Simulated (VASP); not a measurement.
Here is a VASP 6.6.1 calculation.

Contents of INCAR:

```
PREC = Accurate ; ENCUT = 600
EDIFF = 1E-6 ; ISMEAR = 0
SIGMA = 0.1 ; LREAL = F
LASPH = T ; NELM = 60
ALGO = Normal ; ISIF = 3
LWAVE = F ; LCHARG = F
GGA = PE ; IBRION = 2
NSW = 100 ; EDIFFG = -0.01
```

File KPOINTS:

```
Automatic mesh
0
Gamma
  8 8 8
```

POSCAR

```
Zr3SiO
1.0
    4.9264557069      0.0000000000      0.0000000000
    0.0000000000      4.9264557069      0.0000000000
    0.0000000000      0.0000000000      4.9264557069
Zr Si O
3 1 1
Direct
    0.5000000000      0.0000000000      0.0000000000
    0.0000000000      0.5000000000      0.0000000000
    0.0000000000      0.0000000000      0.5000000000
    0.0000000000      0.0000000000      0.0000000000
    0.5000000000      0.5000000000      0.5000000000
```

Potentials or basis: VASP PAW PBE potentials, release 64 (Zr_sv, Si, O).

Run with:

```bash
$ cat potpaw_PBE.64/Zr_sv/POTCAR potpaw_PBE.64/Si/POTCAR potpaw_PBE.64/O/POTCAR > POTCAR
$ mpirun -np 1 vasp_std > vasp.out
```

Task: Predict the band gap on the k mesh.

Result: Zero (band 23 reaches 6.13 eV, above the bottom of band 24 at 5.03 eV).

Task: Predict the relaxed cell.

Result: a = 4.923 Å, b = 4.923 Å, c = 4.923 Å, α = 90.00°, β = 90.00°, γ = 90.00°.

Task: Predict the relaxed volume.

Result: 23.86 Å³/atom.

Final structure:
```cif
data_structure
_symmetry_space_group_name_H-M 'P 1'
_symmetry_Int_Tables_number 1
_cell_length_a 4.9231
_cell_length_b 4.9231
_cell_length_c 4.9231
_cell_angle_alpha 90.000
_cell_angle_beta 90.000
_cell_angle_gamma 90.000
_cell_volume 119.32
loop_
_atom_site_label
_atom_site_type_symbol
_atom_site_fract_x
_atom_site_fract_y
_atom_site_fract_z
_atom_site_occupancy
Zr1 Zr 0.50000 0.00000 0.00000 1
Zr2 Zr 0.00000 0.50000 0.00000 1
Zr3 Zr 0.00000 0.00000 0.50000 1
Si1 Si 0.00000 0.00000 0.00000 1
O1 O 0.50000 0.50000 0.50000 1
```
